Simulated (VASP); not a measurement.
Set up this calculation in VASP 6.6.1, as the native input.

- Task: single point
- Functional: PBE
- Potentials or basis: VASP PAW PBE potentials, release 64 (Sc_sv, Al)
- Cutoff: 520 eV
- k mesh: 12 × 12 × 12
- Occupations: gaussian, width 0.15 eV
- Spin: no spin polarisation
- Dipole correction: no
- Further INCAR settings: ALGO = Normal; EDIFF = 1e-06; NBANDS = 18

The structure of ScAl3 lies in POSCAR:

```
ScAl3
1.0
    3.7769041482      0.0000000000      0.0000000000
    0.0000000000      3.7769041482      0.0000000000
    0.0000000000      0.0000000000      3.7769041482
Sc Al
1 3
Direct
    0.0000000000      0.0000000000      0.0000000000
    0.5000000000      0.0000000000      0.5000000000
    0.0000000000      0.5000000000      0.5000000000
    0.5000000000      0.5000000000      0.0000000000
```

This cell differs from its parent crystal: strain -0.080 along x and y, -0.080 along z.

The input as run:

INCAR

```
  PREC = Accurate
  ENCUT = 520
  EDIFF = 1E-6
  ISMEAR = 0
  SIGMA = 0.15
  LREAL = False
  LASPH = True
  NELM = 60
  ALGO = Normal
  ISIF = 2
  LWAVE = False
  LCHARG = False
  GGA = PE
  NBANDS = 18
```

KPOINTS

```
regular mesh
0
Gamma
  12 12 12
```

Potentials or basis: VASP PAW PBE potentials, release 64 (Sc_sv, Al).

Run with:

```bash
$ cat potpaw_PBE.64/Sc_sv/POTCAR potpaw_PBE.64/Al/POTCAR > POTCAR
$ mpirun -np 1 vasp_std > vasp.out
```

Results of the run:

- Pressure: 36.0 GPa
- Band gap on the k mesh: zero (band 10 reaches 10.99 eV, above the bottom of band 11 at 6.52 eV)

Caveat: the cell differs from its parent crystal (strain -0.080 along x and y, -0.080 along z).

It took 26 s on 1 thread of Intel(R) Xeon(R) 6975P-C (Granite Rapids), with other jobs on the host, peak memory 0.2 GiB.
